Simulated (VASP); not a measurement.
Set up this calculation in VASP 6.6.1, as the native input.

```
Task                   : single point
Functional             : LDA
Potentials or basis    : VASP PAW LDA potentials, release 64 (C_h)
Cutoff                 : 1300 eV
k mesh                 : 8 × 8 × 8
Occupations            : gaussian, width 0.02 eV
Spin                   : no spin polarisation
Dipole correction      : no
Further INCAR settings : ALGO = Normal; EDIFF = 1e-06; NBANDS = 11
```

The structure of C lies in POSCAR:

```
C
1.0
    0.0000000000      1.7657489861      1.7657489861
    1.7657489861      0.0000000000      1.7657489861
    1.7657489861      1.7657489861      0.0000000000
C
2
Direct
    0.5000000000      0.5000000000      0.5000000000
    0.7500000000      0.7500000000      0.7500000000
```

One way to write it, as run:

INCAR

```
SYSTEM = C
ALGO = Normal
EDIFF = 1E-6
ENCUT = 1300
GGA = CA
GGA_COMPAT = .FALSE.
ISIF = 2
ISMEAR = 0
LASPH = .TRUE.
LCHARG = .TRUE.
LELF = .TRUE.
LREAL = .FALSE.
LVHAR = .TRUE.
LWAVE = .FALSE.
NBANDS = 11
NELM = 120
PREC = Accurate
SIGMA = 0.02
```

KPOINTS

```
k-points
0
G
  8 8 8
  0 0 0
```

Potentials or basis: VASP PAW LDA potentials, release 64 (C_h).

The run is started by

```sh
$ cat potpaw_LDA.64/C_h/POTCAR > POTCAR
$ mpirun -np 1 vasp_std > vasp.out
```

It gave:

| Quantity | Value |
| --- | --- |
| Pressure | 1.0 GPa |
| Band gap on the k mesh | 4.17 eV (least direct gap 5.63 eV) |

Run time: 8.3 s on 1 thread of AMD EPYC 7R13 Processor (Zen 3), with other jobs on the host, peak memory 0.11 GiB.
